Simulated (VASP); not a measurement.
Here is a VASP 6.6.1 calculation.

The input INCAR:

```
SYSTEM = GaN
  ALGO = Normal
  EDIFF = 1E-7
  EDIFFG = -0.002
  ENCUT = 600
  IBRION = 2
  ISIF = 3
  ISMEAR = -1
  LASPH = .True.
  LCHARG = .False.
  LREAL = .False.
  LWAVE = .False.
  NELM = 80
  NSW = 100
  PREC = Accurate
  SIGMA = 0.05
```

KPOINTS

```
k-points
0
Gamma
  18 18 18
  0 0 0
```

POSCAR

```
GaN
1.0
    0.0000000000      2.2535006075      2.2535006075
    2.2535006075      0.0000000000      2.2535006075
    2.2535006075      2.2535006075      0.0000000000
Ga N
1 1
Direct
    0.0000000000      0.0000000000      0.0000000000
    0.2500000000      0.2500000000      0.2500000000
```

Potentials or basis: VASP PAW LDA potentials, release 64 (Ga_d, N).

Launch:

```bash
$ cat potpaw_LDA.64/Ga_d/POTCAR potpaw_LDA.64/N/POTCAR > POTCAR
$ mpirun -np 1 vasp_std > vasp.out
```

Problem. Estimate the band gap on the k mesh.

Solution. 1.94 eV.

Problem. Estimate the relaxed cell.

Solution. a = 3.156 Å, b = 3.156 Å, c = 3.156 Å, α = 60.00°, β = 60.00°, γ = 60.00°.

Problem. What does it give for the space group after relaxing (to 0.1 Å)?

Solution. F-43m (No. 216).

Problem. Estimate the relaxed volume.

Solution. 11.11 Å³/atom.

Step by step:
| step | energy change (eV) | largest force (eV/Å) | pressure (GPa) | volume (Å³) |
| --- | --- | --- | --- | --- |
| 1 | 0.0000 | 0.0000 | -5.61 | 22.89 |
| 2 | -0.0002 | 0.0000 | 6.13 | 21.59 |
| 3 | -0.0120 | 0.0000 | -0.03 | 22.22 |

A k mesh can miss the band edges.
